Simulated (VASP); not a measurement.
# BaS (Fm-3m) in VASP: further runs

The runs below take BaS through single point, relaxation of cell and atoms, with r2SCAN, PBE.

Everything below comes from runs of VASP 6.6.1. Logs are shortened: lines on timing, memory, paths and dates and some standing lists are left out, and cuts for length are marked.

## (1) The cell of the first run

The structure is cubic, space group Fm-3m (No. 225). Conventional cell: a = 6.424 Å, b = 6.424 Å, c = 6.424 Å, α = 90.00°, β = 90.00°, γ = 90.00°. Within 4.2 Å of Ba (site symmetry m-3m) lie 6 S at 3.21 Å. Within 4.2 Å of S (site symmetry m-3m) lie 6 Ba at 3.21 Å.

## (2) Single point, r2SCAN

File POSCAR:

```
BaS
1.0
    0.0000000000      3.2117958750      3.2117958750
    3.2117958750      0.0000000000      3.2117958750
    3.2117958750      3.2117958750      0.0000000000
Ba S
1 1
Direct
    0.0000000000      0.0000000000      0.0000000000
    0.5000000000      0.5000000000      0.5000000000
```

File INCAR.step1:

```
  PREC = Accurate
  ENCUT = 520
  ISMEAR = 0
  SIGMA = 0.01
  LREAL = False
  LASPH = True
  NELM = 60
  NBANDS = 15
  GGA = PE
  ALGO = Normal
  EDIFF = 1E-4
  LWAVE = True
  LCHARG = False
```

File INCAR.step2:

```
  PREC = Accurate
  ENCUT = 520
  EDIFF = 1E-6
  ISMEAR = 0
  SIGMA = 0.01
  LREAL = False
  LASPH = True
  NELM = 60
  ALGO = Normal
  ISIF = 2
  LWAVE = False
  LCHARG = True
  METAGGA = R2SCAN
  LMIXTAU = True
  LELF = True
  LVHAR = True
  NBANDS = 15
  ISTART = 1
```

File KPOINTS:

```
regular mesh
0
Gamma
  8 8 8
```

Potentials or basis: VASP PAW PBE potentials, release 64 (Ba_sv, S).

Launch:

```bash
$ cat potpaw_PBE.64/Ba_sv/POTCAR potpaw_PBE.64/S/POTCAR > POTCAR
$ cp INCAR.step1 INCAR
$ mpirun -np 1 vasp_std > vasp.out
$ cp INCAR.step2 INCAR
$ mpirun -np 1 vasp_std > vasp.out
```

OUTCAR:

```text
PREC = Accurate
   ENCUT = 520
   EDIFF = 1E-6
   ISMEAR = 0
   LREAL = False
   LASPH = True
   NELM = 60
   ISIF = 2
   METAGGA = R2SCAN
   ISTART = 1

 ion  position               nearest neighbor table
   1  0.000  0.000  0.000-   2 3.21   2 3.21   2 3.21   2 3.21   2 3.21   2 3.21
   2  0.500  0.500  0.500-   1 3.21   1 3.21   1 3.21   1 3.21   1 3.21   1 3.21

  LATTYP: Found a face centered cubic cell.
 ALAT       =     6.4235917500

  Lattice vectors:

 A1 = (   0.0000000000,   3.2117958750,   3.2117958750)
 A2 = (   3.2117958750,   0.0000000000,   3.2117958750)
 A3 = (   3.2117958750,   3.2117958750,   0.0000000000)

Analysis of symmetry for initial positions (statically):
=====================================================================
 Subroutine PRICEL returns:
 Original cell was already a primitive cell.

 Routine SETGRP: Setting up the symmetry group for a
 face centered cubic supercell.

 Subroutine GETGRP returns: Found 48 space group operations
 (whereof 48 operations were pure point group operations)
 out of a pool of 48 trial point group operations.

The static configuration has the point symmetry O_h .

Analysis of symmetry for dynamics (positions and initial velocities):
=====================================================================
 Subroutine PRICEL returns:
 Original cell was already a primitive cell.

 Routine SETGRP: Setting up the symmetry group for a
 face centered cubic supercell.

 Subroutine GETGRP returns: Found 48 space group operations
 (whereof 48 operations were pure point group operations)
 out of a pool of 48 trial point group operations.

The dynamic configuration has the point symmetry O_h .

 Subroutine INISYM returns: Found 48 space group operations
 (whereof 48 operations are pure point group operations),
 and found     1 'primitive' translations

----------------------------------------------------------------------------------------

                                     Primitive cell

  volume of cell :      66.2634

  direct lattice vectors                    reciprocal lattice vectors
     0.000000000  3.211795875  3.211795875    -0.155676145  0.155676145  0.155676145
     3.211795875  0.000000000  3.211795875     0.155676145 -0.155676145  0.155676145
     3.211795875  3.211795875  0.000000000     0.155676145  0.155676145 -0.155676145

  length of vectors
     4.542165286  4.542165286  4.542165286     0.269638992  0.269638992  0.269638992

  position of ions in fractional coordinates (direct lattice)
     0.000000000  0.000000000  0.000000000
     0.500000000  0.500000000  0.500000000

  ion indices of the primitive-cell ions
   primitive index   ion index
[... 88 lines left out ...]
   EFERMI =   0.00;   METHOD = LEGACY
   ISMEAR =     0;   SIGMA  =   0.01  broadening in eV -4-tet -1-fermi 0-gaus
   EFERMI_NEDOS =   21; number of points for ismear=-14 and -15
   IALGO  =     38    algorithm
   IMIX   =      4    mixing-type and parameters
     AMIX     =   0.40;   BMIX     =  1.00
     AMIX_MAG =   1.60;   BMIX_MAG =  1.00
  volume/ion in A,a.u.               =      33.13       223.58
  Fermi-wavevector in a.u.,A,eV,Ry     =   1.019429  1.926441 14.139651  1.039235
  Thomas-Fermi vector in A             =   2.152942
   LORBIT       =      0    0 simple, 1 ext, 2 COOP (PROOUT), +10 PAW based schemes
   METAGGA = R2SCAN    functional components
   LHFCALC =     F    Hartree Fock is set to
   AEXX    =    0.0000 exact exchange contribution
   IVDW    =     0    specifies the selected vdW correction
   LEPSILON=     F    determine dielectric tensor
   LRPA    =     F    only Hartree local field effects (RPA)
 non-spin polarized calculation
 Gauss-broadening in eV      SIGMA  =   0.01
  energy-cutoff  :      520.00
  volume of cell :       66.26
 maximum number of plane-waves:      1812
 NGX is ok and might be reduce to    36
   NGX = 17   NGY = 17   NGZ = 17

 number of electron      16.0000002 magnetization

 Free energy of the ion-electron system (eV)
  ---------------------------------------------------
  ext. energy  EPLUGINS =         0.00000000
  ---------------------------------------------------
  free energy    TOTEN  =       -39.20539258 eV

  energy without entropy =      -39.20539258  energy(sigma->0) =      -39.20539258

 E-fermi :   1.2201     XC(G=0):  -9.0051

 val. band max:        1.1323429847   @ k =   0.0000   0.0000   0.0000
 cond. band min:       3.6234409009   @ k =   0.5000   0.5000   0.0000
 fundamental gap:      2.4910979162
 Fermi energy:         1.2201031097

 k-point     1 :       0.0000    0.0000    0.0000
  band No.  band energies     occupation
      1     -25.7341      2.00000
      2     -10.3692      2.00000
      3     -10.3692      2.00000
      4     -10.3692      2.00000
      5      -9.6392      2.00000
      6       1.1323      2.00000
      7       1.1323      2.00000
      8       1.1323      2.00000
      9       5.2661      0.00000
     10       5.4367      0.00000
     11       5.4367      0.00000
     12       5.4367      0.00000
     13       6.4574      0.00000
     14       6.4574      0.00000
[... 401 lines left out ...]
      2     -11.3061      2.00000
      3     -10.5511      2.00000
      4     -10.4668      2.00000
      5      -8.6816      2.00000
      6      -0.3078      2.00000
      7       0.2921      2.00000
      8       0.3640      2.00000
      9       6.2394      0.00000
     10       6.4210      0.00000
     11       8.2655      0.00000
     12       8.5466      0.00000
     13       9.5679      0.00000
     14      10.4016      0.00000
     15      11.2073      0.00000

 [... further k-points ...]

------------------------ aborting loop because EDIFF is reached ----------------------------------------

  FORCE on cell =-STRESS in cart. coord.  units (eV):
  Direction    XX          YY          ZZ          XY          YZ          ZX
  --------------------------------------------------------------------------------------
  -------------------------------------------------------------------------------------
  Total        0.2426938      0.2426938      0.2426938      0.0000000     -0.0000000     -0.0000000
  in kB        5.8680734      5.8680734      5.8680734      0.0000000     -0.0000000     -0.0000000
  external PRESSURE =       5.8680734 kB  Pullay stress =       0.0000000 kB

 VOLUME and BASIS-vectors are now :
 -----------------------------------------------------------------------------
  energy-cutoff  :      520.00
  volume of cell :       66.26
      direct lattice vectors                 reciprocal lattice vectors
     0.000000000  3.211795875  3.211795875    -0.155676145  0.155676145  0.155676145
     3.211795875  0.000000000  3.211795875     0.155676145 -0.155676145  0.155676145
     3.211795875  3.211795875  0.000000000     0.155676145  0.155676145 -0.155676145

 POSITION                                       TOTAL-FORCE (eV/Angst)
 -----------------------------------------------------------------------------------
      0.00000      0.00000      0.00000        -0.000000      0.000000     -0.000000
      3.21180      3.21180      3.21180         0.000000      0.000000      0.000000
 -----------------------------------------------------------------------------------
    total drift:                                0.000000      0.000000      0.000000

  FREE ENERGIE OF THE ION-ELECTRON SYSTEM (eV)
  ---------------------------------------------------
  free  energy   TOTEN  =       -39.2053925764 eV

  energy  without entropy=      -39.2053925764  energy(sigma->0) =      -39.20539258
```

OSZICAR.step1:

```text
N       E                     dE             d eps       ncg     rms          rms(c)
DAV:   1     0.785807923307E+02    0.78581E+02   -0.66225E+03   870   0.915E+02
DAV:   2    -0.621302627938E+01   -0.84794E+02   -0.77044E+02  1224   0.170E+02
DAV:   3    -0.105991368823E+02   -0.43861E+01   -0.43565E+01  1171   0.393E+01
DAV:   4    -0.106766308358E+02   -0.77494E-01   -0.77479E-01  1126   0.542E+00
DAV:   5    -0.106790335153E+02   -0.24027E-02   -0.24026E-02  1254   0.782E-01    0.471E+00
DAV:   6    -0.101737889683E+02    0.50524E+00   -0.68875E-01  1003   0.499E+00    0.321E+00
DAV:   7    -0.101764543070E+02   -0.26653E-02   -0.18709E-01  1074   0.242E+00    0.210E+00
DAV:   8    -0.101904719135E+02   -0.14018E-01   -0.24619E-02   968   0.113E+00    0.198E-01
DAV:   9    -0.101911003994E+02   -0.62849E-03   -0.33199E-03  1136   0.421E-01    0.159E-01
DAV:  10    -0.101919666070E+02   -0.86621E-03   -0.99281E-04   926   0.209E-01    0.413E-02
DAV:  11    -0.101920655489E+02   -0.98942E-04   -0.12906E-04  1056   0.684E-02
   1 F= -.10192066E+02 E0= -.10192066E+02  d E =-.199282E-24
```

Run time: 65 s. Hardware: 1 thread of Intel Xeon 6975P-C (Granite Rapids), shared host; peak memory 0.22 GiB.

Results:

- Free energy: -39.2054 eV
- Pressure: 0.6 GPa
- Band gap on the k mesh: 2.49 eV (least direct gap 2.63 eV)

Caveat: the PAW data sets were made with another functional, which shifts forces and pressure a little; spin-orbit coupling is left out, which moves the levels of the heavy elements. A k mesh can miss the band edges.

## (3) Relaxation of cell and atoms, r2SCAN

This run uses another cell than the first one, of 33.22 Å³/atom.

File POSCAR:

```
BaS
1.0
    0.0000000000      3.2147893178      3.2147893178
    3.2147893178      0.0000000000      3.2147893178
    3.2147893178      3.2147893178      0.0000000000
Ba S
1 1
Direct
    0.0000000000      0.0000000000      0.0000000000
    0.5000000000      0.5000000000      0.5000000000
```

File INCAR.step1:

```
PREC = Accurate ; ENCUT = 600
ISMEAR = -1 ; SIGMA = 0.02
LREAL = F ; LASPH = T
NELM = 80 ; GGA = PE
ALGO = Normal ; EDIFF = 1E-4
LWAVE = T ; LCHARG = F
```

File INCAR.step2:

```
PREC = Accurate ; ENCUT = 600
EDIFF = 1E-6 ; ISMEAR = -1
SIGMA = 0.02 ; LREAL = F
LASPH = T ; NELM = 80
ALGO = Normal ; ISIF = 3
LWAVE = F ; LCHARG = F
METAGGA = R2SCAN ; LMIXTAU = T
IBRION = 2 ; NSW = 80
EDIFFG = -0.005 ; ISTART = 1
```

File KPOINTS:

```
Automatic mesh
0
Gamma
  6 6 6
```

Potentials or basis: VASP PAW PBE potentials, release 64 (Ba_sv, S).

Launch:

```bash
$ cat potpaw_PBE.64/Ba_sv/POTCAR potpaw_PBE.64/S/POTCAR > POTCAR
$ cp INCAR.step1 INCAR
$ mpirun -np 1 vasp_std > vasp.out
$ cp INCAR.step2 INCAR
$ mpirun -np 1 vasp_std > vasp.out
```

Wall time 80 s (1 thread of Intel Xeon 6975P-C (Granite Rapids), shared host); peak memory 0.23 GiB.

The run converged. Its results:

```yaml
Free_energy: -39.2072 eV
Relaxed_volume: 33.57 Å³/atom
Relaxed_cell: a = 4.562 Å, b = 4.562 Å, c = 4.562 Å, α = 60.00°, β = 60.00°, γ = 60.00°
Space_group_after_relaxing_to_0.1_Å: Fm-3m (No. 225)
Energy_gained_by_relaxing: 0.5 meV/atom
Ionic_steps: 3
Pressure_after_relaxing: 0.0 GPa
Band_gap_on_the_k_mesh: 2.51 eV (least direct gap 2.66 eV)
```

The path:
```tsv
step	energy change (eV)	largest force (eV/Å)	pressure (GPa)	volume (Å³)
1	0.0000	0.0000	0.47	66.45
2	-0.0009	0.0000	-0.16	67.38
3	-0.0010	0.0000	0.00	67.13
```

Final structure:
```xyz
2
Lattice="0.0000 3.2258 3.2258 3.2258 0.0000 3.2258 3.2258 3.2258 0.0000" Properties=species:S:1:pos:R:3 pbc="T T T"
Ba    0.0000    0.0000    0.0000
S     3.2258    3.2258    3.2258
```

Levels at points of the mesh, in eV from the valence-band top:
| k point | band 5 | band 6 | band 7 | band 8 | band 9 | band 10 | band 11 | band 12 |
| --- | --- | --- | --- | --- | --- | --- | --- | --- |
| (0.00, 0.00, 0.00) | -10.75 | 0.00 | 0.00 | 0.00 | 4.07 | 4.30 | 4.30 | 4.30 |
| (0.50, 0.00, 0.00) | -9.55 | -1.85 | -1.03 | -1.03 | 5.93 | 6.04 | 6.74 | 6.74 |
| (0.50, 0.50, 0.00) | -10.66 | -0.56 | -0.15 | -0.15 | 2.51 | 6.44 | 6.54 | 7.88 |

Caveat: the PAW data sets were made with another functional, which shifts forces and pressure a little; spin-orbit coupling is left out, which moves the levels of the heavy elements. A k mesh can miss the band edges.

## (4) Single point, PBE, non-collinear spin, zero start, spin-orbit coupling

File INCAR:

```
SYSTEM = BaS
  PREC = Accurate
  ENCUT = 520
  EDIFF = 1E-6
  ISMEAR = 0
  SIGMA = 0.01
  LREAL = .FALSE.
  LASPH = .TRUE.
  NELM = 150
  ALGO = Normal
  ISIF = 2
  LWAVE = .FALSE.
  LCHARG = .FALSE.
  MAGMOM = 0 0 0 0 0 0
  LORBIT = 11
  LSORBIT = .TRUE.
  GGA_COMPAT = .FALSE.
  LORBMOM = .TRUE.
  GGA = PE
  NBANDS = 28
```

File KPOINTS:

```
regular mesh
0
G
  8 8 8
  0 0 0
```

File POSCAR:

```
BaS
1.0
    0.0000000000      3.2117958750      3.2117958750
    3.2117958750      0.0000000000      3.2117958750
    3.2117958750      3.2117958750      0.0000000000
Ba S
1 1
Direct
    0.0000000000      0.0000000000      0.0000000000
    0.5000000000      0.5000000000      0.5000000000
```

Launch:

```bash
$ cat potpaw_PBE.64/Ba_sv/POTCAR potpaw_PBE.64/S/POTCAR > POTCAR
$ mpirun -np 1 vasp_ncl > vasp.out
```

Run time: 77 s. Hardware: 1 thread of Intel Xeon 6975P-C (Granite Rapids), shared host; peak memory 0.41 GiB.

Results (log left out):

* Free energy: -10.3873 eV
* Pressure: 0.6 GPa
* Net moment: 0.00 μB per cell
* Valence electrons inside the program's atomic spheres: Ba 7.90; S 3.75

Moments on the atoms (μB; x, y, z):
```
Ba  0.00 0.00 0.00
S   0.00 0.00 0.00
```

## (5) Summary

| task | level | spin | cell | k mesh | cutoff (eV) | smearing | gap on the mesh (eV) | pressure (GPa) |
| --- | --- | --- | --- | --- | --- | --- | --- | --- |
| single point | r2SCAN | off | a = 4.542 Å, angles 60.0°, 2 atoms | 8 × 8 × 8 | 520 | gaussian 0.01 eV | 2.49 | 0.6 |
| relaxation of cell and atoms | r2SCAN | off | relaxed from a = 4.546 Å, angles 60.0°, 2 atoms | 6 × 6 × 6 | 600 | fermi-dirac 0.02 eV | 2.51 | 0.0 |
| single point | PBE | non-collinear, zero start, SOC | a = 4.542 Å, angles 60.0°, 2 atoms | 8 × 8 × 8 | 520 | gaussian 0.01 eV | - | 0.6 |

Alike in all rows: potentials or basis VASP PAW PBE potentials, release 64 (Ba_sv, S).

Caveats: the PAW data sets were made with another functional, which shifts forces and pressure a little (at least some runs); spin-orbit coupling is left out, which moves the levels of the heavy elements (at least some runs).

Total energies depend on the potentials used, so only differences within one code and one set of settings carry meaning.
